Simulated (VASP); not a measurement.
Crystal: BN.

```
B N
1.0
     2.54395    0.00000    0.00000
    -1.27198    2.20313    0.00000
     0.00000    0.00000    4.35467
B N
2 2
Cartesian
  0.0000 1.4688 -0.0031
  1.2720 0.7344 2.1743
  0.0000 1.4688 1.6361
  1.2720 0.7344 3.8134
```

This cell differs from its parent crystal: uniaxial z strain +3.5%.

Base run:

```yaml
Program: VASP 6.6.1
Functional: r2SCAN
Potentials_or_basis: VASP PAW PBE potentials, release 64 (B_h, N_h)
Cutoff: 910 eV
k_mesh: 12 × 12 × 6
Occupations: gaussian, width 0.01 eV
Spin: no spin polarisation
```

Its results: band gap on the k mesh 5.78 eV, indirect (least direct gap 7.91 eV); pressure -12.4 GPa.

Q: The run is repeated on the same cell with these changes: potentials or basis from VASP PAW PBE potentials, release 64 (B_h, N_h) to VASP PAW PBE potentials, release 64 (B, N); cutoff from 910 eV to 520 eV. What comes out?

A: Band gap on the k mesh 5.77 eV, indirect (least direct gap 7.91 eV); pressure -10.9 GPa.

Caveats: the PAW data sets were made with another functional, which shifts forces and pressure a little; the cutoff is under 1.25 times the usual one of these potentials, so pressure, stress and relaxed cells hold a basis-set (Pulay) error (some runs).

A k mesh can miss the band edges.
